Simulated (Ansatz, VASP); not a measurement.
One calculation of Te2Mo, two programs

```
CELL_PARAMETERS angstrom
3.61468 0.00000 0.00000
-1.80734 3.13040 0.00000
0.00000 0.00000 17.78666
ATOMIC_POSITIONS crystal
Te 0.33333 0.66667 0.90049
Te 0.33333 0.66667 0.09951
Mo 0.00000 0.00000 0.00000
```

Change from the starting cell: equal strain along all axes, cell held, atoms relaxed: +1.5 %.

Alike in both runs: functional r2SCAN; k mesh 12 × 12 × 2; occupations gaussian, width 0.02 eV; no spin polarisation.

Ansatz relaxed the structure, and its values are those at the end. VASP's run is a single point on that final structure, the one shown.

|  | VASP | Ansatz |
| --- | --- | --- |
| version | VASP 6.6.1 | Ansatz 0.2.0 |
| potentials or method | VASP PAW PBE potentials, release 64 (Te, Mo_sv), cutoff 520 eV | scalar-relativistic, plane waves, PAW |
| valence electrons in the cell | 26 | 46 |

|  | VASP | Ansatz | Ansatz less VASP |
| --- | --- | --- | --- |
| gap on the k mesh at the Fermi level (eV) | 1.00 | 1.00 | -0.001 |
| least direct gap on the mesh (eV) | 1.00 | 1.00 | -0.001 |
| rms of the force components (eV/Å) | 0.017 | 0.004 | -0.0130 |

VASP's potentials were made for PBE, not for r2SCAN. The functional is the same, so the differences come from potentials, cutoffs and numerics. VASP's potentials hold 26 valence electrons a cell and Ansatz's 46, so a difference there can come from the potentials and not from the codes. Ansatz's warnings: stress scf threshold loose, xc potential rough in thin density.

Neither program's run includes spin-orbit coupling.
